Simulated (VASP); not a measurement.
Runs of VASP 6.6.1 on BaF2. The structure is that of space group Fm-3m (No. 225), or close to it. The cells are those of the table. 

```csv
level,cell,gap on the mesh (eV),pressure (GPa)
revPBE+D3(BJ),"a = 4.398 Å, angles 60.0°, 3 atoms",7.03,1.8
PBE,"a = 4.384 Å, angles 60.0°, 3 atoms",(a),2.3
revPBE,"a = 4.416 Å, angles 60.0°, 3 atoms",(c),3.0
PBEsol,"a = 4.397 Å, angles 60.0°, 3 atoms",6.60,-1.2
revPBE+D3(BJ),"a = 4.363 Å, angles 60.0°, 3 atoms",(b),3.4
```

Alike in all rows: task single point; potentials or basis VASP PAW PBE potentials, release 64 (Ba_sv, F); no spin polarisation; k mesh 6 × 6 × 6; cutoff (eV) 600; smearing gaussian 0.05 eV.

Fill in the values left out.

(a) 6.78; (b) 7.14; (c) 6.97.

Caveats: spin-orbit coupling is left out, which moves the levels of the heavy elements; the PAW data sets were made with another functional, which shifts forces and pressure a little (some runs).

A k mesh can miss the band edges, and the runs leave out spin-orbit coupling on Ba.
